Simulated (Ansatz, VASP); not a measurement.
# One calculation of LiCl, two programs

```
CELL_PARAMETERS angstrom
0.03016 2.55603 2.55603
2.55603 0.03016 2.55603
2.58619 2.58619 0.00000
ATOMIC_POSITIONS crystal
Li 0.00000 0.00000 0.00000
Cl 0.50000 0.50000 0.50000
```

Change from the starting cell: shear_xy strain +2.4%.

Alike in both runs: task single point; functional PBE; k mesh 8 × 8 × 8; occupations fermi-dirac, width 0.02 eV; no spin polarisation.

|  | VASP | Ansatz |
| --- | --- | --- |
| version | VASP 6.6.1 | Ansatz 0.2.0 |
| potentials or method | VASP PAW PBE potentials, release 64 (Li_sv, Cl) | plane waves, PAW |
| plane-wave cutoff (eV) | 520 | 420 |
| valence electrons in the cell | 10 | 10 |

|  | VASP | Ansatz | Ansatz less VASP |
| --- | --- | --- | --- |
| gap on the k mesh at the Fermi level (eV) | 6.32 | 6.31 | -0.013 |

Noted on VASP's run: the cutoff is short for stress, so the pressure is rough.
